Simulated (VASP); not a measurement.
Set up this calculation in VASP 6.6.1, as the native input.

| Property | Result |
| --- | --- |
| Task | relaxation of cell and atoms |
| Functional | PBE |
| Potentials or basis | VASP PAW PBE potentials, release 64 (Bi_d, Te) |
| Cutoff | 600 eV |
| k mesh | 12 × 12 × 12 |
| Occupations | gaussian, width 0.1 eV |
| Spin | no spin polarisation |
| Target pressure | 1 GPa |
| Dipole correction | no |
| Further INCAR settings | ALGO = Normal; EDIFF = 1e-06; IBRION = 2; EDIFFG = -0.008; NSW = 70; ISIF = 3 |

The structure of BiTe lies in POSCAR:

```
BiTe
1.0
    0.0000000000      3.2404891471      3.2404891471
    3.2404891471      0.0000000000      3.2404891471
    3.2404891471      3.2404891471      0.0000000000
Bi Te
1 1
Direct
    0.0000000000      0.0000000000      0.0000000000
    0.5000000000      0.5000000000      0.5000000000
```

One way to write it, as run:

INCAR

```
ALGO = Normal ; EDIFF = 1E-6
EDIFFG = -0.008 ; ENCUT = 600
GGA = PE ; IBRION = 2
ISIF = 3 ; ISMEAR = 0
LASPH = T ; LCHARG = F
LREAL = F ; LWAVE = F
NELM = 80 ; NSW = 70
PREC = Accurate ; PSTRESS = 10.0
SIGMA = 0.1
```

KPOINTS

```
k-points
0
Gamma
  12 12 12
```

Potentials or basis: VASP PAW PBE potentials, release 64 (Bi_d, Te).

Run with:

```bash
$ cat potpaw_PBE.64/Bi_d/POTCAR potpaw_PBE.64/Te/POTCAR > POTCAR
$ mpirun -np 1 vasp_std > vasp.out
```

It gave:

- Relaxed volume: 33.65 Å³/atom
- Relaxed cell: a = 4.566 Å, b = 4.566 Å, c = 4.566 Å, α = 60.00°, β = 60.00°, γ = 60.00°
- Space group after relaxing (to 0.1 Å): Fm-3m (No. 225)
- Energy change on relaxing (the run minimises the enthalpy): +1.7 meV/atom
- Ionic steps: 3
- Pressure after relaxing: 1.0 GPa
- Band gap on the k mesh: zero (an odd number of electrons rules out a gap without spin polarisation)

Caveat: the cell is relaxed towards a set pressure, so the run minimises the enthalpy, not the energy; spin-orbit coupling is left out, which moves the levels of the heavy elements; an odd number of electrons without spin polarisation forces a metal; a magnetic or distorted state may lie lower.

It took 3.7 min on 1 thread of Intel Xeon 8259CL, on a shared host, peak memory 0.3 GiB.
